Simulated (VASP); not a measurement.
# Li12CO in VASP: single point with PBE+D3(BJ)

Aim: the single point of Li12CO with PBE+D3(BJ).

All numbers are computed with VASP 6.6.1; they aren't measurements. Logs are shortened: lines on timing, memory, paths and dates and some standing lists are left out, and cuts for length are marked.

### Step 1. The cell of the first run

The cell holds a slab with vacuum, 14 atoms: a = 5.759 Å, b = 5.759 Å, c = 23.349 Å, α = 90.00°, β = 90.00°, γ = 109.47°.

### Step 2. Single point, PBE+D3(BJ)

INCAR

```
SYSTEM = Li12CO
PREC     = Accurate       ! precision mode
ENCUT    = 520            ! plane-wave cutoff, eV
EDIFF    = 1E-6           ! SCF threshold, eV
ISMEAR   = 0              ! smearing method
SIGMA    = 0.1            ! smearing width, eV
LREAL    = .False.        ! projectors in reciprocal space
LASPH    = .True.         ! aspherical terms in the spheres
NELM     = 80             ! most SCF steps
ALGO     = Normal         ! electronic algorithm
ISIF     = 2              ! what is computed and relaxed
LWAVE    = .False.        ! write WAVECAR
LCHARG   = .False.        ! write CHGCAR
LDIPOL   = .True.       
IDIPOL   = 3            
DIPOL    = 0.5 0.5 0.306
GGA      = PE             ! functional
IVDW     = 12             ! dispersion correction
NBANDS   = 36             ! bands
```

KPOINTS

```
Automatic mesh
0
Gamma
  5 5 1
  0 0 0
```

POSCAR

```
Li12CO
1.0
    5.7591582657      0.0000000000      0.0000000000
   -1.9197194219      5.4297864848      0.0000000000
    0.0000000000      0.0000000000     23.3490373303
Li O C
12 1 1
Direct
    0.2500000000      0.2500000000      0.1713132727
    0.2500000000      0.7500000000      0.1713132727
    0.7500000000      0.2500000000      0.1713132727
    0.7500000000      0.7500000000      0.1713132727
    0.0000000000      0.0000000000      0.2699665212
    0.0000000000      0.5000000000      0.2699665212
    0.5000000000      0.0000000000      0.2699665212
    0.5000000000      0.5000000000      0.2699665212
    0.2500000000      0.2500000000      0.3682823068
    0.2500000000      0.7500000000      0.3682823068
    0.7500000000      0.2500000000      0.3682823068
    0.7500000000      0.7500000000      0.3682823068
    0.2500000000      0.2500000000      0.4967672614
    0.2500000000      0.2500000000      0.5460198273
```

Potentials or basis: VASP PAW PBE potentials, release 64 (Li_sv, O, C).

Run with:

```bash
$ cat potpaw_PBE.64/Li_sv/POTCAR potpaw_PBE.64/O/POTCAR potpaw_PBE.64/C/POTCAR > POTCAR
$ mpirun -np 1 vasp_std > vasp.out
```

OUTCAR:

```text
SYSTEM = Li12CO
   PREC = Accurate
   ENCUT = 520
   EDIFF = 1E-6
   ISMEAR = 0
   LREAL = .False.
   LASPH = .True.
   NELM = 80
   ISIF = 2
   GGA = PE
   IVDW = 12
 IVDW          = 12

 ion  position               nearest neighbor table
   1  0.250  0.250  0.171-
   2  0.250  0.750  0.171-
   3  0.750  0.250  0.171-
   4  0.750  0.750  0.171-
   5  0.000  0.000  0.270-
   6  0.000  0.500  0.270-
   7  0.500  0.000  0.270-
   8  0.500  0.500  0.270-
   9  0.250  0.250  0.368-
  10  0.250  0.750  0.368-
  11  0.750  0.250  0.368-
  12  0.750  0.750  0.368-
  13  0.250  0.250  0.497-  14 1.15
  14  0.250  0.250  0.546-  13 1.15

  LATTYP: Found a base centered orthorhombic cell.
 ALAT       =     6.6501031500
 B/A-ratio  =     1.4142135624
 C/A-ratio  =     3.5110789718

  Lattice vectors:

 A1 = (   5.7591582657,   0.0000000000,   0.0000000000)
 A2 = (  -1.9197194219,   5.4297864848,   0.0000000000)
 A3 = (   0.0000000000,   0.0000000000,  23.3490373303)

Analysis of symmetry for initial positions (statically):
=====================================================================
 Subroutine PRICEL returns:
 Original cell was already a primitive cell.

 Routine SETGRP: Setting up the symmetry group for a
 base centered orthorhombic supercell.

 Subroutine GETGRP returns: Found  4 space group operations
 (whereof  2 operations were pure point group operations)
 out of a pool of  8 trial point group operations.

The static configuration has the point symmetry C_1h.
 The point group associated with its full space group is C_2v.

Analysis of symmetry for dynamics (positions and initial velocities):
=====================================================================
 Subroutine PRICEL returns:
 Original cell was already a primitive cell.

 Routine SETGRP: Setting up the symmetry group for a
 base centered orthorhombic supercell.

 Subroutine GETGRP returns: Found  4 space group operations
 (whereof  2 operations were pure point group operations)
 out of a pool of  8 trial point group operations.

The dynamic configuration has the point symmetry C_1h.
 The point group associated with its full space group is C_2v.

 Subroutine INISYM returns: Found  4 space group operations
 (whereof  2 operations are pure point group operations),
 and found     1 'primitive' translations

----------------------------------------------------------------------------------------

                                     Primitive cell

  volume of cell :     730.1477

  direct lattice vectors                    reciprocal lattice vectors
     5.759158266  0.000000000  0.000000000     0.173636485  0.061389768  0.000000000
    -1.919719422  5.429786485  0.000000000     0.000000000  0.184169304  0.000000000
     0.000000000  0.000000000 23.349037330     0.000000000  0.000000000  0.042828318

  length of vectors
     5.759158266  5.759158266 23.349037330     0.184169304  0.184169304  0.042828318

  position of ions in fractional coordinates (direct lattice)
     0.250000000  0.250000000  0.171313273
     0.250000000  0.750000000  0.171313273
     0.750000000  0.250000000  0.171313273
     0.750000000  0.750000000  0.171313273
     0.000000000  0.000000000  0.269966521
     1.000000000  0.500000000  0.269966521
     0.500000000  0.000000000  0.269966521
     0.500000000  0.500000000  0.269966521
     0.250000000  0.250000000  0.368282307
     0.250000000  0.750000000  0.368282307
     0.750000000  0.250000000  0.368282307
     0.750000000  0.750000000  0.368282307
     0.250000000  0.250000000  0.496767261
     0.250000000  0.250000000  0.546019827

  ion indices of the primitive-cell ions
   primitive index   ion index
                 1           1
                 2           2
                 3           3
                 4           4
                 5           5
                 6           6
                 7           7
                 8           8
                 9           9
                10          10
                11          11
                12          12
                13          13
                14          14

----------------------------------------------------------------------------------------

 KPOINTS: Automatic mesh

Automatic generation of k-mesh.
 Grid dimensions read from file:
 generate k-points for:    5    5    1

 Generating k-lattice:

  Cartesian coordinates                     Fractional coordinates (reciprocal lattice)
     0.034727297  0.012277954  0.000000000     0.200000000  0.000000000  0.000000000
     0.000000000  0.036833861  0.000000000     0.000000000  0.200000000  0.000000000
     0.000000000  0.000000000  0.042828318     0.000000000  0.000000000  1.000000000

  Length of vectors
     0.036833861  0.036833861  0.042828318

  Shift w.r.t. Gamma in fractional coordinates (k-lattice)
     0.000000000  0.000000000  0.000000000

 Subroutine IBZKPT returns following result:
 ===========================================

 Found      9 irreducible k-points:

 Following reciprocal coordinates:
            Coordinates               Weight
  0.000000  0.000000  0.000000      1.000000
  0.200000  0.000000  0.000000      4.000000
  0.400000  0.000000  0.000000      4.000000
  0.200000  0.200000  0.000000      2.000000
  0.400000  0.200000  0.000000      4.000000
 -0.400000  0.200000  0.000000      4.000000
 -0.200000  0.200000  0.000000      2.000000
  0.400000  0.400000  0.000000      2.000000
 -0.400000  0.400000  0.000000      2.000000
   k-points           NKPTS =      9   k-points in BZ     NKDIM =      9   number of bands    NBANDS=     36
   number of dos      NEDOS =    301   number of ions     NIONS =     14
   total plane-waves  NPLWV = 414720
   dimension x,y,z NGX =    48 NGY =   48 NGZ =  180
   dimension x,y,z NGXF=    96 NGYF=   96 NGZF=  360
   ions per type =              12   1   1
   NGX,Y,Z   is equivalent  to a cutoff of  13.86, 13.86, 12.82 a.u.
   NGXF,Y,Z  is equivalent  to a cutoff of  27.71, 27.71, 25.63 a.u.
 SYSTEM =  Li12CO
   PREC   = accura    normal or accurate (medium, high low for compatibility)
   ISTART =      0    job   : 0-new  1-cont  2-samecut
   ICHARG =      2    charge: 1-file 2-atom 10-const
   ISPIN  =      1    spin polarized calculation?
   LNONCOLLINEAR =      F non collinear calculations
   LSORBIT =      F    spin-orbit coupling
   LASPH  =      T    aspherical Exc in radial PAW
   ENCUT  =  520.0 eV  38.22 Ry    6.18 a.u.  10.71 10.71 43.41*2*pi/ulx,y,z
   NELM   =     80;   NELMIN=  2; NELMDL= -5     # of ELM steps
   EDIFF  = 0.1E-05   stopping-criterion for ELM
   LREAL  =      F    real-space projection
   EDIFFG = 0.1E-04   stopping-criterion for IOM
   NSW    =      0    number of steps for IOM
   IBRION =     -1    ionic relax: 0-MD 1-quasi-New 2-CG
   NFREE  =      0    steps in history (QN), initial steepest desc. (CG)
   ISIF   =      2    stress and relaxation
   ISYM   =      2    0-nonsym 1-usesym 2-fastsym
   POTIM  = 0.5000    time-step for ionic-motion
   TEBEG  =    0.0;   TEEND  =   0.0 temperature during run
   PSTRESS=    0.0 pullay stress
   NELECT =      46.0000    total number of electrons
   NUPDOWN=      -1.0000    fix difference up-down
   EMIN   =  10.00;   EMAX   =-10.00  energy-range for DOS
   EFERMI =   0.00;   METHOD = LEGACY
   ISMEAR =     0;   SIGMA  =   0.10  broadening in eV -4-tet -1-fermi 0-gaus
   EFERMI_NEDOS =   21; number of points for ismear=-14 and -15
   IALGO  =     38    algorithm
   IMIX   =      4    mixing-type and parameters
     AMIX     =   0.40;   BMIX     =  1.00
     AMIX_MAG =   1.60;   BMIX_MAG =  1.00
  volume/ion in A,a.u.               =      52.15       351.95
  Fermi-wavevector in a.u.,A,eV,Ry     =   0.651414  1.230994  5.773502  0.424340
  Thomas-Fermi vector in A             =   1.721006
   LORBIT       =      0    0 simple, 1 ext, 2 COOP (PROOUT), +10 PAW based schemes
   GGA     = PE    functional components
   LHFCALC =     F    Hartree Fock is set to
   AEXX    =    0.0000 exact exchange contribution
   IVDW    =    12    specifies the selected vdW correction
   LEPSILON=     F    determine dielectric tensor
   LRPA    =     F    only Hartree local field effects (RPA)
 non-spin polarized calculation
 Gauss-broadening in eV      SIGMA  =   0.10
  energy-cutoff  :      520.00
  volume of cell :      730.15
 maximum number of plane-waves:     19704
 NGX is ok and might be reduce to    48
   NGX = 21   NGY = 21   NGZ = 87

 dipolmoment           0.000000      0.000000      0.000307 electrons x Angstroem

 number of electron      46.0000008 magnetization

 dipolmoment           0.000000      0.000000     -0.016344 electrons x Angstroem

 Free energy of the ion-electron system (eV)
  ---------------------------------------------------
  ext. energy  EPLUGINS =         0.00000000
  ---------------------------------------------------
  free energy    TOTEN  =       -35.42084813 eV

  energy without entropy =      -35.38620287  energy(sigma->0) =      -35.40352550

 E-fermi :  -1.7031     XC(G=0):  -3.3754

 val. band max:       -1.7037953586   @ k =   0.0000   0.0000   0.0000
 cond. band min:      -1.6839775471   @ k =   0.4000   0.0000   0.0000
 fundamental gap:      0.0198178115
 Fermi energy:        -1.7031265027

 k-point     1 :       0.0000    0.0000    0.0000
  band No.  band energies     occupation
      1     -48.5725      2.00000
      2     -48.5308      2.00000
      3     -48.5204      2.00000
      4     -48.5120      2.00000
      5     -48.5083      2.00000
      6     -48.5033      2.00000
[... 331 lines left out ...]
     34       1.9156      0.00000
     35       1.9383      0.00000
 [bands above 35 left out]

------------------------ aborting loop because EDIFF is reached ----------------------------------------

 vacuum level on the upper side and lower side of the slab       (xc-potential included)        -0.125        -0.038

 Edisp (eV)   -1.65774

 E8    (eV) :    -0.7092

  FORCE on cell =-STRESS in cart. coord.  units (eV):
  Direction    XX          YY          ZZ          XY          YZ          ZX
  --------------------------------------------------------------------------------------
  -------------------------------------------------------------------------------------
  Total       1.12283     0.39768    -0.63971    -1.02551     0.00000     0.00000
  in kB       2.46384     0.87263    -1.40373    -2.25030     0.00000     0.00000
  external pressure =        0.64 kB  Pullay stress =        0.00 kB

 VOLUME and BASIS-vectors are now :
 -----------------------------------------------------------------------------
  energy-cutoff  :      520.00
  volume of cell :      730.15
      direct lattice vectors                 reciprocal lattice vectors
     5.759158266  0.000000000  0.000000000     0.173636485  0.061389768  0.000000000
    -1.919719422  5.429786485  0.000000000     0.000000000  0.184169304  0.000000000
     0.000000000  0.000000000 23.349037330     0.000000000  0.000000000  0.042828318

 POSITION                                       TOTAL-FORCE (eV/Angst)
 -----------------------------------------------------------------------------------
      0.95986      1.35745      4.00000         0.000000      0.000000     -0.017544
      0.00000      4.07234      4.00000         0.000000      0.000000     -0.015365
      3.83944      1.35745      4.00000         0.000000      0.000000     -0.015365
      2.87958      4.07234      4.00000         0.000000      0.000000     -0.001989
      0.00000      0.00000      6.30346         0.004670      0.006604     -0.007460
     -0.95986      2.71489      6.30346         0.003319     -0.002347      0.009764
      2.87958      0.00000      6.30346        -0.003319      0.002347      0.009764
      1.91972      2.71489      6.30346        -0.004670     -0.006604     -0.007460
      0.95986      1.35745      8.59904         0.000000      0.000000      0.073489
      0.00000      4.07234      8.59904         0.000000      0.000000     -0.014286
      3.83944      1.35745      8.59904         0.000000      0.000000     -0.014286
      2.87958      4.07234      8.59904         0.000000      0.000000     -0.009803
      0.95986      1.35745     11.59904         0.000000      0.000000      0.553947
      0.95986      1.35745     12.74904         0.000000      0.000000     -0.543403
 -----------------------------------------------------------------------------------
    total drift:                               -0.000000     -0.000000     -0.001242

  FREE ENERGIE OF THE ION-ELECTRON SYSTEM (eV)
  ---------------------------------------------------
  free  energy   TOTEN  =       -37.0785845092 eV

  energy  without entropy=      -37.0439392501  energy(sigma->0) =      -37.06126188

 vacuum level on the upper side and lower side of the slab         1.657         1.752
```

Run time: 6 min. Hardware: 1 thread of AMD EPYC 9R14 (Zen 4), shared host; peak memory 0.88 GiB.

What came out:

```
Free energy                : -37.0786 eV
Largest force              : 0.554 eV/Å
Band gap on the k mesh     : zero (band 23 reaches -1.57 eV, above the bottom of band 24 at -1.93 eV)
Dispersion energy per atom : -0.118 eV
```

Forces in eV/Å, atoms in the order of the input:
```
Li   0.000  0.000 -0.018
Li   0.000  0.000 -0.015
Li   0.000  0.000 -0.015
Li   0.000  0.000 -0.002
Li   0.005  0.007 -0.007
Li   0.003 -0.002  0.010
Li  -0.003  0.002  0.010
Li  -0.005 -0.007 -0.007
Li   0.000  0.000  0.073
Li   0.000  0.000 -0.014
Li   0.000  0.000 -0.014
Li   0.000  0.000 -0.010
O    0.000  0.000  0.554
C    0.000  0.000 -0.543
```

Caveat: the cutoff is under 1.25 times the usual one of these potentials, so pressure, stress and relaxed cells hold a basis-set (Pulay) error.
